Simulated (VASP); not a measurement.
# Ca (P4/mmm) in VASP: a series of runs

Runs on Ca. Level: PBE. Tasks: relaxation of cell and atoms, single point.

Program: VASP 6.6.1. These are calculated values, not measurements. Logs are shortened: lines on timing, memory, paths and dates and some standing lists are left out, and cuts for length are marked.

## (1) The cell of the first run

It takes space group P4/mmm (No. 123, tetragonal). The conventional cell has a = 6.808 Å, b = 6.808 Å, c = 3.682 Å, α = 90.00°, β = 90.00°, γ = 90.00°. Within 4.5 Å of Ca (site symmetry 4/mmm) lie 6 Ca at 3.40 to 3.68 Å. Within 4.5 Å of Ca (site symmetry mmm) lie 8 Ca at 3.40 to 3.87 Å. Within 4.8 Å of Ca (site symmetry 4/mmm) lie 10 Ca at 3.68 to 3.87 Å.

## (2) Relaxation of cell and atoms, PBE

Input file INCAR:

```
PREC = Accurate
ENCUT = 600
EDIFF = 1E-6
ISMEAR = 0
SIGMA = 0.1
LREAL = F
LASPH = T
NELM = 100
ALGO = Normal
ISIF = 3
LWAVE = F
LCHARG = F
GGA = PE
IBRION = 2
NSW = 100
EDIFFG = -0.01
```

Input file KPOINTS:

```
Automatic mesh
0
Gamma
  8 8 12
```

Input file POSCAR:

```
Ca
1.0
    6.8078650665      0.0000000000      0.0000000000
    0.0000000000      6.8078650665      0.0000000000
    0.0000000000      0.0000000000      3.6816721537
Ca
4
Direct
    0.0000000000      0.0000000000      0.0000000000
    0.0000000000      0.5000000000      0.0000000000
    0.5000000000      0.0000000000      0.0000000000
    0.5000000000      0.5000000000      0.5000000000
```

Potentials or basis: VASP PAW PBE potentials, release 64 (Ca_sv).

Command:

```sh
> cat potpaw_PBE.64/Ca_sv/POTCAR > POTCAR
> mpirun -np 1 vasp_std > vasp.out
```

OUTCAR:

```text
PREC = Accurate
   ENCUT = 600
   EDIFF = 1E-6
   ISMEAR = 0
   LREAL = F
   LASPH = T
   NELM = 100
   ISIF = 3
   GGA = PE
   IBRION = 2
   NSW = 100
   EDIFFG = -0.01

 ion  position               nearest neighbor table
   1  0.000  0.000  0.000-
   2  0.000  0.500  0.000-
   3  0.500  0.000  0.000-
   4  0.500  0.500  0.500-

  LATTYP: Found a simple tetragonal cell.
 ALAT       =     6.8078650665
 C/A-ratio  =     0.5407968750

  Lattice vectors:

 A1 = (   6.8078650665,   0.0000000000,   0.0000000000)
 A2 = (   0.0000000000,   6.8078650665,   0.0000000000)
 A3 = (   0.0000000000,   0.0000000000,   3.6816721537)

Analysis of symmetry for initial positions (statically):
=====================================================================
 Subroutine PRICEL returns:
 Original cell was already a primitive cell.

 Routine SETGRP: Setting up the symmetry group for a
 simple tetragonal supercell.

 Subroutine GETGRP returns: Found 16 space group operations
 (whereof 16 operations were pure point group operations)
 out of a pool of 16 trial point group operations.

The static configuration has the point symmetry D_4h.

Analysis of symmetry for dynamics (positions and initial velocities):
=====================================================================
 Subroutine PRICEL returns:
 Original cell was already a primitive cell.

 Routine SETGRP: Setting up the symmetry group for a
 simple tetragonal supercell.

 Subroutine GETGRP returns: Found 16 space group operations
 (whereof 16 operations were pure point group operations)
 out of a pool of 16 trial point group operations.

The dynamic configuration has the point symmetry D_4h.

 Subroutine INISYM returns: Found 16 space group operations
 (whereof 16 operations are pure point group operations),
 and found     1 'primitive' translations

----------------------------------------------------------------------------------------

                                     Primitive cell

  volume of cell :     170.6346

  direct lattice vectors                    reciprocal lattice vectors
     6.807865066  0.000000000  0.000000000     0.146888928  0.000000000  0.000000000
     0.000000000  6.807865066  0.000000000     0.000000000  0.146888928  0.000000000
     0.000000000  0.000000000  3.681672154     0.000000000  0.000000000  0.271615711

  length of vectors
[... 87 lines left out ...]
   LREAL  =      F    real-space projection
   EDIFFG = -.1E-01   stopping-criterion for IOM
   NSW    =    100    number of steps for IOM
   IBRION =      2    ionic relax: 0-MD 1-quasi-New 2-CG
   NFREE  =      1    steps in history (QN), initial steepest desc. (CG)
   ISIF   =      3    stress and relaxation
   ISYM   =      2    0-nonsym 1-usesym 2-fastsym
   POTIM  = 0.5000    time-step for ionic-motion
   TEBEG  =    0.0;   TEEND  =   0.0 temperature during run
   PSTRESS=    0.0 pullay stress
   NELECT =      40.0000    total number of electrons
   NUPDOWN=      -1.0000    fix difference up-down
   EMIN   =  10.00;   EMAX   =-10.00  energy-range for DOS
   EFERMI =   0.00;   METHOD = LEGACY
   ISMEAR =     0;   SIGMA  =   0.10  broadening in eV -4-tet -1-fermi 0-gaus
   EFERMI_NEDOS =   21; number of points for ismear=-14 and -15
   IALGO  =     38    algorithm
   IMIX   =      4    mixing-type and parameters
     AMIX     =   0.40;   BMIX     =  1.00
     AMIX_MAG =   1.60;   BMIX_MAG =  1.00
  volume/ion in A,a.u.               =      42.66       287.87
  Fermi-wavevector in a.u.,A,eV,Ry     =   1.009421  1.907530 13.863405  1.018932
  Thomas-Fermi vector in A             =   2.142349
   LORBIT       =      0    0 simple, 1 ext, 2 COOP (PROOUT), +10 PAW based schemes
   GGA     = PE    functional components
   LHFCALC =     F    Hartree Fock is set to
   AEXX    =    0.0000 exact exchange contribution
   IVDW    =     0    specifies the selected vdW correction
   LEPSILON=     F    determine dielectric tensor
   LRPA    =     F    only Hartree local field effects (RPA)
 conjugate gradient relaxation of ions
 non-spin polarized calculation
 Gauss-broadening in eV      SIGMA  =   0.10
  energy-cutoff  :      600.00
  volume of cell :      170.63
 maximum number of plane-waves:      5751
   NGX = 27   NGY = 27   NGZ = 15

--------------------------------------- Ionic step        1  -------------------------------------------

 number of electron      39.9999998 magnetization

 Free energy of the ion-electron system (eV)
  ---------------------------------------------------
  ext. energy  EPLUGINS =         0.00000000
  ---------------------------------------------------
  free energy    TOTEN  =        -6.73314803 eV

  energy without entropy =       -6.70890373  energy(sigma->0) =       -6.72102588

------------------------ aborting loop because EDIFF is reached ----------------------------------------

  FORCE on cell =-STRESS in cart. coord.  units (eV):
  Direction    XX          YY          ZZ          XY          YZ          ZX
  --------------------------------------------------------------------------------------
  -------------------------------------------------------------------------------------
  Total        0.0805321      0.0805321      0.1140403      0.0000000      0.0000000      0.0000000
  in kB        0.7561583      0.7561583      1.0707845      0.0000000      0.0000000      0.0000000
  external PRESSURE =       0.8610337 kB  Pullay stress =       0.0000000 kB
[... 63 lines left out ...]
--------------------------------------- Ionic step        3  -------------------------------------------

 number of electron      39.9999998 magnetization

 Free energy of the ion-electron system (eV)
  ---------------------------------------------------
  ext. energy  EPLUGINS =         0.00000000
  ---------------------------------------------------
  free energy    TOTEN  =        -6.73345812 eV

  energy without entropy =       -6.70904009  energy(sigma->0) =       -6.72124911

 E-fermi :   1.8010     XC(G=0):  -7.6645

 val. band max:        1.7976522668   @ k =   0.3750   0.0000   0.4167
 cond. band min:       1.8042330410   @ k =   0.5000   0.0000   0.3333
 fundamental gap:      0.0065807742
 Fermi energy:         1.8009543233

 k-point     1 :       0.0000    0.0000    0.0000
  band No.  band energies     occupation
      1     -40.3616      2.00000
      2     -40.2792      2.00000
      3     -40.2776      2.00000
      4     -40.2519      2.00000
      5     -21.4792      2.00000
      6     -21.4792      2.00000
[... 637 lines left out ...]
     23       2.8761      0.00000
     24       2.9512      0.00000

 [... further k-points ...]
[... 5 lines left out ...]
  --------------------------------------------------------------------------------------
  -------------------------------------------------------------------------------------
  Total       -0.0008693     -0.0008693     -0.0193084      0.0000000      0.0000000      0.0000000
  in kB       -0.0081046     -0.0081046     -0.1800088      0.0000000      0.0000000      0.0000000
  external PRESSURE =      -0.0654060 kB  Pullay stress =       0.0000000 kB
[... 19 lines left out ...]
  FREE ENERGIE OF THE ION-ELECTRON SYSTEM (eV)
  ---------------------------------------------------
  free  energy   TOTEN  =        -6.7334581226 eV

  energy  without entropy=       -6.7090400875  energy(sigma->0) =       -6.72124911

 reached required accuracy - stopping structural energy minimisation
```

OSZICAR:

```text
N       E                     dE             d eps       ncg     rms          rms(c)
DAV:   1     0.422973865514E+03    0.42297E+03   -0.21035E+04  5072   0.168E+03
DAV:   2     0.187502839377E+02   -0.40422E+03   -0.40272E+03  5184   0.468E+02
DAV:   3    -0.441646736002E+01   -0.23167E+02   -0.22901E+02  8352   0.832E+01
[... 25 lines left out ...]
DAV:   5    -0.673346047170E+01   -0.67126E-04   -0.72668E-05  6576   0.436E-02    0.157E-02
DAV:   6    -0.673345829182E+01    0.21799E-05   -0.19781E-05  6880   0.291E-02    0.142E-03
DAV:   7    -0.673345626719E+01    0.20246E-05   -0.11212E-06  4840   0.788E-03    0.287E-03
DAV:   8    -0.673345772460E+01   -0.14574E-05   -0.30645E-07  4416   0.424E-03    0.669E-04
DAV:   9    -0.673345812264E+01   -0.39804E-06   -0.60570E-08  4176   0.175E-03
   3 F= -.67334581E+01 E0= -.67212491E+01  d E =-.310096E-03
```

CONTCAR:

```text
Ca
   1.00000000000000
     6.8220934345664066    0.0000000000000000    0.0000000000000000
     0.0000000000000000    6.8220934345664066   -0.0000000000000000
     0.0000000000000000    0.0000000000000000    3.6925684420969578
  Ca
     4
Direct
     0.0000000000000000    0.0000000000000000    0.0000000000000000
     0.0000000000000000    0.5000000000000000    0.0000000000000000
     0.5000000000000000    0.0000000000000000    0.0000000000000000
     0.5000000000000000    0.5000000000000000    0.5000000000000000

  0.00000000E+00  0.00000000E+00  0.00000000E+00
  0.00000000E+00  0.00000000E+00  0.00000000E+00
  0.00000000E+00  0.00000000E+00  0.00000000E+00
  0.00000000E+00  0.00000000E+00  0.00000000E+00
```

Wall time 13 min (1 thread of AMD EPYC 9R45 (Zen 5), shared host); peak memory 0.55 GiB.

Results:

```
Free energy                            : -6.7335 eV
Relaxed volume                         : 42.96 Å³/atom
Relaxed cell                           : a = 6.822 Å, b = 6.822 Å, c = 3.693 Å, α = 90.00°, β = 90.00°, γ = 90.00°
Space group after relaxing (to 0.05 Å) : P4/mmm (No. 123)
Energy gained by relaxing              : 0.1 meV/atom
Ionic steps                            : 3
Pressure after relaxing                : 0.0 GPa
Band gap on the k mesh                 : zero (band 20 reaches 2.04 eV, above the bottom of band 21 at 1.41 eV)
```

The path:
| step | energy change (eV) | largest force (eV/Å) | pressure (GPa) | volume (Å³) |
| --- | --- | --- | --- | --- |
| 1 | 0.0000 | 0.0000 | 0.09 | 170.63 |
| 2 | -0.0002 | 0.0000 | 0.05 | 171.20 |
| 3 | -0.0003 | 0.0000 | -0.01 | 171.86 |

Final structure:
```cif
data_structure
_symmetry_space_group_name_H-M 'P 1'
_symmetry_Int_Tables_number 1
_cell_length_a 6.8221
_cell_length_b 6.8221
_cell_length_c 3.6926
_cell_angle_alpha 90.000
_cell_angle_beta 90.000
_cell_angle_gamma 90.000
_cell_volume 171.86
loop_
_atom_site_label
_atom_site_type_symbol
_atom_site_fract_x
_atom_site_fract_y
_atom_site_fract_z
_atom_site_occupancy
Ca1 Ca 0.00000 0.00000 0.00000 1
Ca2 Ca 0.00000 0.50000 0.00000 1
Ca3 Ca 0.50000 0.00000 0.00000 1
Ca4 Ca 0.50000 0.50000 0.50000 1
```

## (3) Single point, PBE

This run uses another cell than the first one, of 44.39 Å³/atom, 1.041 times its volume.

Input file INCAR:

```
PREC = Accurate
ENCUT = 520
EDIFF = 1E-6
ISMEAR = 0
SIGMA = 0.1
LREAL = False
LASPH = True
NELM = 60
ALGO = Normal
ISIF = 2
LWAVE = False
LCHARG = False
GGA = PE
NBANDS = 28
```

Input file KPOINTS:

```
Automatic mesh
0
Gamma
  4 4 6
```

Input file POSCAR:

```
Ca
1.0
    7.2439082100      0.0000000000      0.0000000000
    0.0000000000      7.2439082100      0.0000000000
    0.0000000000      0.0000000000      3.3840612000
Ca
4
Direct
    0.0000000000      0.0000000000      0.0000000000
    0.0000000000      0.5000000000      0.0000000000
    0.5000000000      0.0000000000      0.0000000000
    0.5000000000      0.5000000000      0.5000000000
```

Potentials or basis: VASP PAW PBE potentials, release 64 (Ca_sv).

Command:

```sh
> cat potpaw_PBE.64/Ca_sv/POTCAR > POTCAR
> mpirun -np 1 vasp_std > vasp.out
```

Run time: 4.1 min. Hardware: 1 thread of Oxide Virtual Turin-like, shared host; peak memory 0.27 GiB.

The run converged. Its results:

```
Free energy            : -6.3859 eV
Pressure               : 0.0 GPa
Band gap on the k mesh : zero (band 20 reaches 2.02 eV, above the bottom of band 21 at 1.06 eV)
```

Stress tensor (GPa, compression positive):
```
-2.42  0.00  0.00
 0.00 -2.42  0.00
 0.00  0.00  4.79
```

Levels at points of the mesh, in eV from the Fermi level:
```csv
k point,band 17,band 18,band 19,band 20,band 21,band 22,band 23,band 24
"(0.00, 0.00, 0.00)",-3.82,-1.44,-1.41,-0.62,-0.62,-0.17,0.29,0.96
"(0.50, 0.00, 0.00)",-3.07,-3.01,-0.74,-0.55,-0.46,-0.39,0.77,0.78
"(0.50, 0.50, 0.00)",-2.37,-2.29,-2.29,-2.24,0.85,0.89,0.89,0.94
"(0.00, 0.00, 0.50)",-0.72,-0.42,-0.11,-0.11,0.64,0.64,1.07,1.07
"(0.50, 0.00, 0.50)",-0.42,-0.37,-0.07,0.00,0.12,0.50,0.79,0.86
"(0.50, 0.50, 0.50)",-0.23,-0.17,-0.08,-0.08,0.23,0.23,0.73,0.86
```
